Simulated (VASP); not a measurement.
# Na (Im-3m) in VASP: further runs, part 2 of 2

VASP 6.6.1. The steps go on from the part before.

### Step 5. Single point, PBE

This run uses another cell than the first one, of 38.47 Å³/atom, 0.980 times its volume.

Contents of INCAR:

```
SYSTEM = Na
PREC = Accurate
ENCUT = 520
EDIFF = 1E-7
ISMEAR = 1
SIGMA = 0.1
LREAL = .FALSE.
LASPH = .TRUE.
NELM = 60
ALGO = Normal
ISIF = 2
LWAVE = .FALSE.
LCHARG = .FALSE.
GGA = PE
NBANDS = 10
```

Contents of KPOINTS:

```
regular mesh
0
G
  9 9 9
  0 0 0
```

Contents of POSCAR:

```
Na
1.0
    3.6834319712      0.0000000000      0.0000000000
   -1.2278106568      3.4727729666      0.0000000000
   -1.2278106568     -1.7363864827      3.0075096110
Na
1
Direct
    0.0000000000      0.0000000000      0.0000000000
```

Potentials or basis: VASP PAW PBE potentials, release 64 (Na_pv).

On the command line:

```bash
$ cat potpaw_PBE.64/Na_pv/POTCAR > POTCAR
$ mpirun -np 1 vasp_std > vasp.out
```

OUTCAR:

```text
SYSTEM = Na
   PREC = Accurate
   ENCUT = 520
   EDIFF = 1E-7
   ISMEAR = 1
   LREAL = .FALSE.
   LASPH = .TRUE.
   NELM = 60
   ISIF = 2
   GGA = PE

 ion  position               nearest neighbor table
   1  0.000  0.000  0.000-

  LATTYP: Found a body centered cubic cell.
 ALAT       =     4.2532608802

  Lattice vectors:

 A1 = (   3.6834319712,   0.0000000000,   0.0000000000)
 A2 = (  -1.2278106568,   3.4727729666,   0.0000000000)
 A3 = (  -1.2278106568,  -1.7363864827,   3.0075096110)

Analysis of symmetry for initial positions (statically):
=====================================================================
 Subroutine PRICEL returns:
 Original cell was already a primitive cell.

 Routine SETGRP: Setting up the symmetry group for a
 body centered cubic supercell.

 Subroutine GETGRP returns: Found 48 space group operations
 (whereof 48 operations were pure point group operations)
 out of a pool of 48 trial point group operations.

The static configuration has the point symmetry O_h .

Analysis of symmetry for dynamics (positions and initial velocities):
[... 166 lines left out ...]
      1     -24.7066      2.00000
      2     -24.7066      2.00000
      3     -24.7066      2.00000
      4      -2.9763      2.00000
      5      11.7185      0.00000
      6      11.7185      0.00000
      7      11.7185      0.00000
      8      12.6982      0.00000
      9      12.6982      0.00000
     10      13.2392      0.00000
[... 287 lines left out ...]
 k-point    24 :      -0.4444   -0.4444    0.1111
  band No.  band energies     occupation
      1     -24.7346      2.00000
      2     -24.7217      2.00000
      3     -24.7115      2.00000
      4       1.4928     -0.00000
      5       1.9587     -0.00000
      6       5.3409      0.00000
      7       8.8585      0.00000
      8      10.5549      0.00000
      9      11.9165      0.00000
     10      12.8382      0.00000

 [... further k-points ...]

------------------------ aborting loop because EDIFF is reached ----------------------------------------

  FORCE on cell =-STRESS in cart. coord.  units (eV):
  Direction    XX          YY          ZZ          XY          YZ          ZX
  --------------------------------------------------------------------------------------
  -------------------------------------------------------------------------------------
  Total       -0.0744115     -0.0744115     -0.0744115     -0.0000000     -0.0000000     -0.0000000
  in kB       -3.0989510     -3.0989510     -3.0989510     -0.0000000     -0.0000000     -0.0000000
  external PRESSURE =      -3.0989510 kB  Pullay stress =       0.0000000 kB

 VOLUME and BASIS-vectors are now :
 -----------------------------------------------------------------------------
  energy-cutoff  :      520.00
  volume of cell :       38.47
      direct lattice vectors                 reciprocal lattice vectors
     3.683431971  0.000000000  0.000000000     0.271485942  0.095984775  0.166250508
    -1.227810657  3.472772967  0.000000000     0.000000000  0.287954326  0.166250508
    -1.227810657 -1.736386483  3.007509611     0.000000000  0.000000000  0.332501016

 POSITION                                       TOTAL-FORCE (eV/Angst)
 -----------------------------------------------------------------------------------
      0.00000      0.00000      0.00000         0.000000     -0.000000      0.000000
 -----------------------------------------------------------------------------------
    total drift:                                0.000000      0.000000     -0.000000

  FREE ENERGIE OF THE ION-ELECTRON SYSTEM (eV)
  ---------------------------------------------------
  free  energy   TOTEN  =        -1.3144433119 eV

  energy  without entropy=       -1.3142363236  energy(sigma->0) =       -1.31437432
```

stdout:

```text
POSCAR found type information on POSCAR Na
 POSCAR found :  1 types and       1 ions
 scaLAPACK will be used
 LDA part: xc-table for (Slater+PW92), standard interpolation
 POSCAR, INCAR and KPOINTS ok, starting setup
 FFT: planning ... GRIDC
 FFT: planning ... GRID_SOFT
 FFT: planning ... GRID
 WAVECAR not read
 entering main loop
```

It took 9 s on 1 thread of AMD EPYC 7R43 (Zen 3), shared host; peak memory 0.11 GiB.

Results:

```
Free energy : -1.3144 eV
Pressure    : -0.3 GPa
```

### Step 6. Single point, PBE

Contents of INCAR:

```
PREC = Accurate
ENCUT = 520
EDIFF = 1E-6
ISMEAR = 1
SIGMA = 0.1
LREAL = False
LASPH = True
NELM = 100
ALGO = Fast
ISIF = 2
LWAVE = False
LCHARG = False
GGA = PE
NBANDS = 10
```

Contents of KPOINTS:

```
Automatic mesh
0
Gamma
  9 9 9
```

Contents of POSCAR:

```
Na
1.0
    3.7083207800      0.0000000000      0.0000000000
   -1.2361069264      3.4962383606      0.0000000000
   -1.2361069264     -1.7481191797      3.0278312383
Na
1
Direct
    0.0000000000      0.0000000000      0.0000000000
```

Potentials or basis: VASP PAW PBE potentials, release 64 (Na_pv).

On the command line:

```bash
$ cat potpaw_PBE.64/Na_pv/POTCAR > POTCAR
$ mpirun -np 1 vasp_std > vasp.out
```

Wall time 10 s (1 thread of AMD EPYC 7R43 (Zen 3), shared host); peak memory 0.11 GiB.

It converged, with:

```yaml
Free_energy: -1.3127 eV
Pressure: -0.5 GPa
```

Levels at points of the mesh, in eV from the Fermi level:
```
           k point  band 1  band 2  band 3  band 4  band 5  band 6  band 7  band 8
(0.00, 0.00, 0.00)  -24.90  -24.90  -24.90   -3.11   11.41   11.41   11.41   12.38
```

### Step 7. Overview

```tsv
level	cell	k mesh	smearing	gap on the mesh (eV)	pressure (GPa)
r2SCAN	a = 3.708 Å, angles 109.5°, 1 atom	5 × 5 × 5	fermi-dirac 0.05 eV	none	-0.3
PBE	a = 3.633 Å, angles 109.5°, 1 atom	9 × 9 × 9	methfessel-paxton 0.1 eV	none	-0.1
PBE	a = 3.658 Å, angles 109.5°, 1 atom	9 × 9 × 9	methfessel-paxton 0.1 eV	none	-0.2
PBE	a = 3.683 Å, angles 109.5°, 1 atom	9 × 9 × 9	methfessel-paxton 0.1 eV	none	-0.3
PBE	a = 3.708 Å, angles 109.5°, 1 atom	9 × 9 × 9	methfessel-paxton 0.1 eV	none	-0.5
```

Alike in all rows: task single point; potentials or basis VASP PAW PBE potentials, release 64 (Na_pv); no spin polarisation; cutoff (eV) 520.

Caveats: some runs use coarse meshes; the PAW data sets were made with another functional, which shifts forces and pressure a little (some runs).

Total energies depend on the potentials used, so only differences within one code and one set of settings carry meaning.
